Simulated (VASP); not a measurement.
# GaB (P4/mmm) in VASP: notebook

Aim: see how the results for GaB move with the level of theory and the settings. Levels: r2SCAN, PBE. Tasks: single point.

All numbers are computed with VASP 6.6.1; they aren't measurements. Logs are shortened: lines on timing, memory, paths and dates and some standing lists are left out, and cuts for length are marked.

**1. The cell of the first run**

It takes space group P4/mmm (No. 123, tetragonal). Conventional cell: a = 2.718 Å, b = 2.718 Å, c = 3.236 Å, α = 90.00°, β = 90.00°, γ = 90.00°. Within 3.3 Å of Ga (site symmetry 4/mmm) lie 8 B at 2.51 Å and 6 Ga at 2.72 to 3.24 Å. B (site symmetry 4/mmm) has 8 Ga at 2.51 Å and 6 B at 2.72 to 3.24 Å within 3.3 Å.

**2. Single point, r2SCAN**

Input file POSCAR:

```
GaB
1.0
    2.7182400000      0.0000000000      0.0000000000
    0.0000000000      2.7182400000      0.0000000000
    0.0000000000      0.0000000000      3.2362100000
Ga B
1 1
Direct
    0.5000000000      0.5000000000      0.5000000000
    0.0000000000      0.0000000000      0.0000000000
```

Input file INCAR.step1:

```
SYSTEM = GaB
ALGO = Normal
EDIFF = 1E-4
ENCUT = 520
GGA = PE
ISMEAR = -1
LASPH = .True.
LCHARG = .False.
LREAL = .False.
LWAVE = .True.
NBANDS = 15
NELM = 80
PREC = Accurate
SIGMA = 0.05
```

Input file INCAR.step2:

```
SYSTEM = GaB
ALGO = Normal
EDIFF = 1E-6
ENCUT = 520
ISIF = 2
ISMEAR = -1
ISTART = 1
LASPH = .True.
LCHARG = .True.
LELF = .True.
LMIXTAU = .True.
LREAL = .False.
LVHAR = .True.
LWAVE = .False.
METAGGA = R2SCAN
NBANDS = 15
NELM = 80
PREC = Accurate
SIGMA = 0.05
```

Input file KPOINTS:

```
k-points
0
Gamma
  6 6 5
  0 0 0
```

Potentials or basis: VASP PAW PBE potentials, release 64 (Ga_d, B).

Run with:

```
> cat potpaw_PBE.64/Ga_d/POTCAR potpaw_PBE.64/B/POTCAR > POTCAR
> cp INCAR.step1 INCAR
> mpirun -np 1 vasp_std > vasp.out
> cp INCAR.step2 INCAR
> mpirun -np 1 vasp_std > vasp.out
```

OUTCAR:

```text
SYSTEM = GaB
   EDIFF = 1E-6
   ENCUT = 520
   ISIF = 2
   ISMEAR = -1
   ISTART = 1
   LASPH = .True.
   LREAL = .False.
   METAGGA = R2SCAN
   NELM = 80
   PREC = Accurate

 ion  position               nearest neighbor table
   1  0.500  0.500  0.500-   2 2.51   2 2.51   2 2.51   2 2.51   2 2.51   2 2.51   2 2.51   2 2.51

   2  0.000  0.000  0.000-   1 2.51   1 2.51   1 2.51   1 2.51   1 2.51   1 2.51   1 2.51   1 2.51

  LATTYP: Found a simple tetragonal cell.
 ALAT       =     2.7182400000
 C/A-ratio  =     1.1905534463

  Lattice vectors:

 A1 = (   2.7182400000,   0.0000000000,   0.0000000000)
 A2 = (   0.0000000000,   2.7182400000,   0.0000000000)
 A3 = (   0.0000000000,   0.0000000000,   3.2362100000)

Analysis of symmetry for initial positions (statically):
=====================================================================
 Subroutine PRICEL returns:
 Original cell was already a primitive cell.

 Routine SETGRP: Setting up the symmetry group for a
 simple tetragonal supercell.

 Subroutine GETGRP returns: Found 16 space group operations
 (whereof 16 operations were pure point group operations)
 out of a pool of 16 trial point group operations.

The static configuration has the point symmetry D_4h.

Analysis of symmetry for dynamics (positions and initial velocities):
=====================================================================
 Subroutine PRICEL returns:
 Original cell was already a primitive cell.

 Routine SETGRP: Setting up the symmetry group for a
 simple tetragonal supercell.

 Subroutine GETGRP returns: Found 16 space group operations
 (whereof 16 operations were pure point group operations)
 out of a pool of 16 trial point group operations.

The dynamic configuration has the point symmetry D_4h.

 Subroutine INISYM returns: Found 16 space group operations
 (whereof 16 operations are pure point group operations),
 and found     1 'primitive' translations

----------------------------------------------------------------------------------------

                                     Primitive cell

  volume of cell :      23.9118

  direct lattice vectors                    reciprocal lattice vectors
     2.718240000  0.000000000  0.000000000     0.367885102  0.000000000  0.000000000
     0.000000000  2.718240000  0.000000000     0.000000000  0.367885102  0.000000000
     0.000000000  0.000000000  3.236210000     0.000000000  0.000000000  0.309003433

  length of vectors
     2.718240000  2.718240000  3.236210000     0.367885102  0.367885102  0.309003433

  position of ions in fractional coordinates (direct lattice)
     0.500000000  0.500000000  0.500000000
     0.000000000  0.000000000  0.000000000

  ion indices of the primitive-cell ions
   primitive index   ion index
                 1           1
                 2           2

----------------------------------------------------------------------------------------

 KPOINTS: k-points

Automatic generation of k-mesh.
 Grid dimensions read from file:
 generate k-points for:    6    6    5

 Generating k-lattice:

  Cartesian coordinates                     Fractional coordinates (reciprocal lattice)
     0.061314184  0.000000000  0.000000000     0.166666667  0.000000000  0.000000000
     0.000000000  0.061314184  0.000000000     0.000000000  0.166666667  0.000000000
     0.000000000  0.000000000  0.061800687     0.000000000  0.000000000  0.200000000

  Length of vectors
     0.061314184  0.061314184  0.061800687

  Shift w.r.t. Gamma in fractional coordinates (k-lattice)
     0.000000000  0.000000000  0.000000000

 Subroutine IBZKPT returns following result:
 ===========================================

 Found     30 irreducible k-points:

 Following reciprocal coordinates:
            Coordinates               Weight
  0.000000  0.000000  0.000000      1.000000
  0.166667  0.000000  0.000000      4.000000
  0.333333  0.000000  0.000000      4.000000
  0.500000  0.000000  0.000000      2.000000
  0.166667  0.166667  0.000000      4.000000
  0.333333  0.166667  0.000000      8.000000
[... 16 lines left out ...]
  0.333333  0.000000  0.400000      8.000000
  0.500000  0.000000  0.400000      4.000000
 [... further k-points ...]
   k-points           NKPTS =     30   k-points in BZ     NKDIM =     30   number of bands    NBANDS=     15
   number of dos      NEDOS =    301   number of ions     NIONS =      2
   total plane-waves  NPLWV =   9600
   dimension x,y,z NGX =    20 NGY =   20 NGZ =   24
   dimension x,y,z NGXF=    40 NGYF=   40 NGZF=   48
   ions per type =               1   1
   NGX,Y,Z   is equivalent  to a cutoff of  12.23, 12.23, 12.33 a.u.
   NGXF,Y,Z  is equivalent  to a cutoff of  24.46, 24.46, 24.66 a.u.
 SYSTEM =  GaB
   PREC   = accura    normal or accurate (medium, high low for compatibility)
   ISTART =      1    job   : 0-new  1-cont  2-samecut
   ICHARG =      0    charge: 1-file 2-atom 10-const
   ISPIN  =      1    spin polarized calculation?
   LNONCOLLINEAR =      F non collinear calculations
   LSORBIT =      F    spin-orbit coupling
   LASPH  =      T    aspherical Exc in radial PAW
   ENCUT  =  520.0 eV  38.22 Ry    6.18 a.u.   5.05  5.05  6.02*2*pi/ulx,y,z
   NELM   =     80;   NELMIN=  2; NELMDL=  0     # of ELM steps
   EDIFF  = 0.1E-05   stopping-criterion for ELM
   LREAL  =      F    real-space projection
   EDIFFG = 0.1E-04   stopping-criterion for IOM
   NSW    =      0    number of steps for IOM
   IBRION =     -1    ionic relax: 0-MD 1-quasi-New 2-CG
   NFREE  =      0    steps in history (QN), initial steepest desc. (CG)
   ISIF   =      2    stress and relaxation
   ISYM   =      2    0-nonsym 1-usesym 2-fastsym
   POTIM  = 0.5000    time-step for ionic-motion
   TEBEG  =    0.0;   TEEND  =   0.0 temperature during run
   PSTRESS=    0.0 pullay stress
   NELECT =      16.0000    total number of electrons
   NUPDOWN=      -1.0000    fix difference up-down
   EMIN   =  10.00;   EMAX   =-10.00  energy-range for DOS
   EFERMI =   0.00;   METHOD = LEGACY
   ISMEAR =    -1;   SIGMA  =   0.05  broadening in eV -4-tet -1-fermi 0-gaus
   EFERMI_NEDOS =   21; number of points for ismear=-14 and -15
   IALGO  =     38    algorithm
   IMIX   =      4    mixing-type and parameters
     AMIX     =   0.40;   BMIX     =  1.00
     AMIX_MAG =   1.60;   BMIX_MAG =  1.00
  volume/ion in A,a.u.               =      11.96        80.68
  Fermi-wavevector in a.u.,A,eV,Ry     =   1.431894  2.705886 27.896285  2.050319
  Thomas-Fermi vector in A             =   2.551580
   LORBIT       =      0    0 simple, 1 ext, 2 COOP (PROOUT), +10 PAW based schemes
   METAGGA = R2SCAN    functional components
   LHFCALC =     F    Hartree Fock is set to
   AEXX    =    0.0000 exact exchange contribution
   IVDW    =     0    specifies the selected vdW correction
   LEPSILON=     F    determine dielectric tensor
   LRPA    =     F    only Hartree local field effects (RPA)
 non-spin polarized calculation
  energy-cutoff  :      520.00
  volume of cell :       23.91
 maximum number of plane-waves:       657
   NGX = 11   NGY = 11   NGZ = 13

 number of electron      16.0000024 magnetization

 Free energy of the ion-electron system (eV)
  ---------------------------------------------------
  ext. energy  EPLUGINS =         0.00000000
  ---------------------------------------------------
  free energy    TOTEN  =       -16.14590234 eV

  energy without entropy =      -16.13897925  energy(sigma->0) =      -16.14244080

 E-fermi :   7.1348     XC(G=0): -13.0633

 val. band max:        7.1187060614   @ k =   0.3333   0.0000   0.4000
 cond. band min:       7.1800430294   @ k =   0.1667   0.1667   0.0000
 fundamental gap:      0.0613369680
 Fermi energy:         7.1347968771

 k-point     1 :       0.0000    0.0000    0.0000
  band No.  band energies     occupation
      1      -9.0658      2.00000
      2      -8.9155      2.00000
      3      -8.5964      2.00000
      4      -8.5964      2.00000
      5      -8.5356      2.00000
      6      -7.2575      2.00000
      7       5.0863      2.00000
      8       8.9682      0.00000
      9       9.8566      0.00000
     10       9.8566      0.00000
     11      16.6132      0.00000
     12      16.7417      0.00000
     13      21.0895      0.00000
     14      22.3262      0.00000
     15      22.3262      0.00000

 k-point     2 :       0.1667    0.0000    0.0000
  band No.  band energies     occupation
      1      -9.0108      2.00000
      2      -8.8638      2.00000
      3      -8.6566      2.00000
      4      -8.5914      2.00000
      5      -8.5773      2.00000
      6      -6.6893      2.00000
      7       5.6920      2.00000
      8       6.4337      2.00000
      9       9.5007      0.00000
     10      10.3419      0.00000
     11      17.1220      0.00000
     12      18.3244      0.00000
     13      19.0666      0.00000
     14      21.9143      0.00000
     15      22.8381      0.00000

 k-point     3 :       0.3333    0.0000    0.0000
  band No.  band energies     occupation
      1      -8.9538      2.00000
      2      -8.7731      2.00000
      3      -8.7288      2.00000
      4      -8.6593      2.00000
      5      -8.5813      2.00000
      6      -4.9557      2.00000
      7       1.8385      2.00000
      8       7.3651      0.01978
      9      10.7290      0.00000
     10      11.5810      0.00000
     11      15.1562      0.00000
     12      15.7364      0.00000
     13      18.5481      0.00000
     14      20.1644      0.00000
     15      24.4170      0.00000
[... 343 lines left out ...]
 k-point    23 :       0.3333    0.0000    0.4000
  band No.  band energies     occupation
      1      -8.9336      2.00000
      2      -8.9135      2.00000
      3      -8.6501      2.00000
      4      -8.6157      2.00000
      5      -8.6013      2.00000
      6      -2.6077      2.00000
      7       0.2462      2.00000
      8       4.0495      2.00000
      9       7.1187      1.15953
     10      12.4500      0.00000
     11      17.3154      0.00000
     12      19.3525      0.00000
     13      19.7236      0.00000
     14      23.5295      0.00000
     15      25.8701      0.00000

 k-point    24 :       0.5000    0.0000    0.4000
  band No.  band energies     occupation
      1      -8.9903      2.00000
      2      -8.9119      2.00000
      3      -8.6884      2.00000
      4      -8.6077      2.00000
      5      -8.5076      2.00000
      6      -0.0116      2.00000
      7       0.4255      2.00000
      8       2.6988      2.00000
      9       3.6646      2.00000
     10      12.8871      0.00000
     11      17.6837      0.00000
     12      19.6212      0.00000
     13      21.0372      0.00000
     14      24.1888      0.00000
     15      25.3213      0.00000

 [... further k-points ...]
[... 5 lines left out ...]
  --------------------------------------------------------------------------------------
  -------------------------------------------------------------------------------------
  Total       -0.3095834     -0.3095834     -0.6287365      0.0000000      0.0000000      0.0000000
  in kB      -20.7432120    -20.7432120    -42.1276244      0.0000000      0.0000000      0.0000000
  external PRESSURE =     -27.8713495 kB  Pullay stress =       0.0000000 kB

 VOLUME and BASIS-vectors are now :
 -----------------------------------------------------------------------------
  energy-cutoff  :      520.00
  volume of cell :       23.91
      direct lattice vectors                 reciprocal lattice vectors
     2.718240000  0.000000000  0.000000000     0.367885102  0.000000000  0.000000000
     0.000000000  2.718240000  0.000000000     0.000000000  0.367885102  0.000000000
     0.000000000  0.000000000  3.236210000     0.000000000  0.000000000  0.309003433

 POSITION                                       TOTAL-FORCE (eV/Angst)
 -----------------------------------------------------------------------------------
      1.35912      1.35912      1.61810         0.000000      0.000000      0.000000
      0.00000      0.00000      0.00000         0.000000      0.000000      0.000000
 -----------------------------------------------------------------------------------
    total drift:                               -0.000000      0.000000      0.000000

  FREE ENERGIE OF THE ION-ELECTRON SYSTEM (eV)
  ---------------------------------------------------
  free  energy   TOTEN  =       -16.1459023421 eV

  energy  without entropy=      -16.1389792528  energy(sigma->0) =      -16.14244080
```

Run time: 14 s. Hardware: 1 thread of Intel Xeon 6975P-C (Granite Rapids), shared host; peak memory 0.14 GiB.

What came out:

| Item | Value |
| --- | --- |
| Free energy | -16.1459 eV |
| Pressure | -2.8 GPa |
| Band gap on the k mesh | zero (band 8 reaches 11.41 eV, above the bottom of band 9 at 3.66 eV) |

Stress tensor (GPa, compression positive):
```
-2.07  0.00  0.00
 0.00 -2.07  0.00
 0.00  0.00 -4.21
```

Levels at points of the mesh, in eV from the Fermi level:
```
           k point  band 4  band 5  band 6  band 7  band 8  band 9  band 10  band 11  band 12  band 13
(0.00, 0.00, 0.00)  -15.73  -15.67  -14.39   -2.05    1.83    2.72     2.72     9.48     9.61    13.95
(0.50, 0.00, 0.00)  -15.79  -15.71   -9.50   -8.90    1.81    5.34     5.56     5.63     5.80    11.67
(0.50, 0.50, 0.00)  -15.79  -15.52   -5.04   -5.04   -4.09   -2.13     3.36     8.00     8.00    10.23
```

Caveat: the k points lie up to 0.39 Å⁻¹ apart; the PAW data sets were made with another functional, which shifts forces and pressure a little.

**3. Single point, PBE**

This run uses another cell than the first one, of 9.83 Å³/atom, 0.822 times its volume.

Input file INCAR:

```
PREC     = Accurate       # precision mode
ENCUT    = 520            # plane-wave cutoff, eV
EDIFF    = 1E-7           # SCF threshold, eV
ISMEAR   = -1             # smearing method
SIGMA    = 0.05           # smearing width, eV
LREAL    = F              # projectors in reciprocal space
LASPH    = T              # aspherical terms in the spheres
NELM     = 100            # most SCF steps
ALGO     = Normal         # electronic algorithm
ISIF     = 2              # what is computed and relaxed
LWAVE    = F              # write WAVECAR
LCHARG   = F              # write CHGCAR
GGA      = PE             # functional
NBANDS   = 15             # bands
```

Input file KPOINTS:

```
Automatic mesh
0
Gamma
  10 10 8
```

Input file POSCAR:

```
GaB
1.0
    2.5131420000      0.0000000000      0.0000000000
    0.0000000000      2.5131420000      0.0000000000
    0.0000000000      0.0000000000      3.1138115507
Ga B
1 1
Direct
    0.5000000000      0.5000000000      0.5000000000
    0.0000000000      0.0000000000      0.0000000000
```

Potentials or basis: VASP PAW PBE potentials, release 64 (Ga_d, B).

Run with:

```
> cat potpaw_PBE.64/Ga_d/POTCAR potpaw_PBE.64/B/POTCAR > POTCAR
> mpirun -np 1 vasp_std > vasp.out
```

Run time: 9.9 s. Hardware: 1 thread of Intel Xeon 6975P-C (Granite Rapids), shared host; peak memory 0.15 GiB.

Results (log left out):

```
Free energy            : -6.8164 eV
Pressure               : 30.4 GPa
Band gap on the k mesh : zero (band 8 reaches 14.38 eV, above the bottom of band 9 at 4.85 eV)
```

Levels at points of the mesh, in eV from the Fermi level:
| k point | band 4 | band 5 | band 6 | band 7 | band 8 | band 9 | band 10 | band 11 | band 12 | band 13 |
| --- | --- | --- | --- | --- | --- | --- | --- | --- | --- | --- |
| (0.00, 0.00, 0.00) | -15.23 | -15.23 | -15.14 | -3.01 | 1.91 | 3.26 | 3.26 | 10.60 | 11.28 | 15.54 |
| (0.50, 0.00, 0.00) | -15.39 | -15.20 | -9.92 | -9.32 | 1.55 | 5.47 | 5.80 | 6.13 | 6.17 | 13.68 |
| (0.50, 0.50, 0.00) | -15.33 | -14.90 | -5.50 | -5.50 | -3.18 | -1.35 | 3.23 | 8.03 | 8.03 | 11.21 |
| (0.00, 0.00, 0.50) | -15.30 | -15.13 | -11.67 | -11.61 | 5.06 | 5.06 | 9.78 | 11.24 | 11.24 | 12.67 |
| (0.50, 0.00, 0.50) | -15.24 | -15.09 | -6.92 | -6.77 | -5.36 | -4.47 | 6.49 | 11.67 | 14.15 | 16.98 |
| (0.50, 0.50, 0.50) | -15.11 | -14.90 | -1.95 | -1.95 | -1.40 | -0.64 | -0.32 | -0.32 | 1.47 | 2.97 |

**4. Single point, PBE**

This run uses another cell than the first one, of 10.32 Å³/atom, 0.863 times its volume.

Input file INCAR:

```
PREC     = Accurate       # precision mode
ENCUT    = 520            # plane-wave cutoff, eV
EDIFF    = 1E-7           # SCF threshold, eV
ISMEAR   = -1             # smearing method
SIGMA    = 0.05           # smearing width, eV
LREAL    = False          # projectors in reciprocal space
LASPH    = True           # aspherical terms in the spheres
NELM     = 60             # most SCF steps
ALGO     = Normal         # electronic algorithm
ISIF     = 2              # what is computed and relaxed
LWAVE    = False          # write WAVECAR
LCHARG   = True           # write CHGCAR
GGA      = PE             # functional
LELF     = True           # ELF
LVHAR    = True         
NBANDS   = 15             # bands
```

Input file KPOINTS:

```
regular mesh
0
Gamma
  10 10 8
```

Input file POSCAR:

```
GaB
1.0
    2.5566502854      0.0000000000      0.0000000000
    0.0000000000      2.5566502854      0.0000000000
    0.0000000000      0.0000000000      3.1563103881
Ga B
1 1
Direct
    0.5000000000      0.5000000000      0.5000000000
    0.0000000000      0.0000000000      0.0000000000
```

Run with:

```
> cat potpaw_PBE.64/Ga_d/POTCAR potpaw_PBE.64/B/POTCAR > POTCAR
> mpirun -np 1 vasp_std > vasp.out
```

Wall time 10 s (1 thread of Intel Xeon 6975P-C (Granite Rapids), shared host); peak memory 0.15 GiB.

Results (log left out):

* Free energy: -6.9681 eV
* Pressure: 20.3 GPa
* Band gap on the k mesh: zero (band 8 reaches 13.60 eV, above the bottom of band 9 at 4.26 eV)

Levels at points of the mesh, in eV from the Fermi level:
| k point | band 6 | band 7 | band 8 | band 9 | band 10 | band 11 |
| --- | --- | --- | --- | --- | --- | --- |
| (0.00, 0.00, 0.00) | -14.86 | -2.72 | 1.83 | 3.20 | 3.20 | 10.43 |
| (0.50, 0.00, 0.00) | -9.53 | -9.00 | 1.62 | 5.45 | 5.67 | 5.94 |
| (0.50, 0.50, 0.00) | -5.18 | -5.18 | -3.20 | -1.41 | 3.25 | 7.89 |
| (0.00, 0.00, 0.50) | -11.24 | -11.14 | 4.94 | 4.94 | 9.33 | 10.90 |
| (0.50, 0.00, 0.50) | -6.52 | -6.37 | -5.27 | -4.40 | 6.30 | 11.31 |
| (0.50, 0.50, 0.50) | -1.76 | -1.76 | -1.51 | -0.53 | -0.18 | -0.18 |

**5. Single point, PBE**

This run uses another cell than the first one, of 10.97 Å³/atom, 0.918 times its volume.

Input file INCAR:

```
ALGO = Normal
EDIFF = 1E-6
ENCUT = 520
GGA = PE
ISIF = 2
ISMEAR = -1
LASPH = True
LCHARG = False
LREAL = False
LWAVE = False
NBANDS = 15
NELM = 60
PREC = Accurate
SIGMA = 0.05
```

Input file KPOINTS:

```
k-points
0
Gamma
  10 10 8
```

Input file POSCAR:

```
GaB
1.0
    2.6242434065      0.0000000000      0.0000000000
    0.0000000000      2.6242434065      0.0000000000
    0.0000000000      0.0000000000      3.1868440073
Ga B
1 1
Direct
    0.5000000000      0.5000000000      0.5000000000
    0.0000000000      0.0000000000      0.0000000000
```

Run with:

```
> cat potpaw_PBE.64/Ga_d/POTCAR potpaw_PBE.64/B/POTCAR > POTCAR
> mpirun -np 1 vasp_std > vasp.out
```

Run time: 9 s. Hardware: 1 thread of Intel Xeon 6975P-C (Granite Rapids), shared host; peak memory 0.15 GiB.

The run converged. Its results:

```
Free energy            : -7.0905 eV
Pressure               : 10.2 GPa
Band gap on the k mesh : zero (band 8 reaches 12.55 eV, above the bottom of band 9 at 3.57 eV)
```

Levels at points of the mesh, in eV from the Fermi level:
| k point | band 6 | band 7 | band 8 | band 9 | band 10 | band 11 |
| --- | --- | --- | --- | --- | --- | --- |
| (0.00, 0.00, 0.00) | -14.14 | -2.18 | 1.98 | 3.02 | 3.02 | 10.09 |
| (0.50, 0.00, 0.00) | -9.08 | -8.62 | 1.81 | 5.60 | 5.60 | 5.70 |
| (0.50, 0.50, 0.00) | -4.82 | -4.82 | -3.31 | -1.60 | 3.32 | 7.88 |
| (0.00, 0.00, 0.50) | -10.61 | -10.51 | 4.72 | 4.72 | 8.81 | 10.39 |
| (0.50, 0.00, 0.50) | -6.00 | -5.85 | -5.13 | -4.26 | 5.98 | 10.92 |
| (0.50, 0.50, 0.50) | -1.68 | -1.52 | -1.52 | -0.43 | 0.01 | 0.01 |

[end of part 1 of 2]
